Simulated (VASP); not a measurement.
TiB2: single point with PBE

TiB2:

```
Ti B
1.0
     2.90283    0.00000    0.00000
    -1.45142    2.51393    0.00000
     0.00000    0.00000    3.09372
Ti B
1 2
Direct
  0.00000 0.00000 0.00000
  0.33333 0.66667 0.50000
  0.66667 0.33333 0.50000
```

```yaml
Program: VASP 6.6.1
Task: single point
Functional: PBE
Potentials_or_basis: VASP PAW PBE potentials, release 64 (Ti_sv, B)
Cutoff: 520 eV
k_mesh: 11 × 11 × 9
Occupations: fermi-dirac, width 0.1 eV
Spin: no spin polarisation
Dipole_correction: no
Further_INCAR_settings: ALGO = Normal; EDIFF = 1e-06; NBANDS = 16
```

* Pressure: 42.3 GPa
* Band gap on the k mesh: zero (band 9 reaches 11.69 eV, above the bottom of band 10 at 11.14 eV)

Stress tensor (GPa, compression positive):
```
45.42  0.00  0.00
 0.00 45.42  0.00
 0.00  0.00 36.01
```

Levels at points of the mesh, in eV from the Fermi level:
```tsv
k point	band 7	band 8	band 9	band 10	band 11	band 12
(0.00, 0.00, 0.00)	-2.85	-2.41	-2.31	2.32	2.32	4.32
```

It took 18 s on 1 thread of Intel(R) Xeon(R) Platinum 8259CL CPU @ 2.50GHz (Skylake/Cascade Lake) (shared host), peak memory 0.16 GiB.
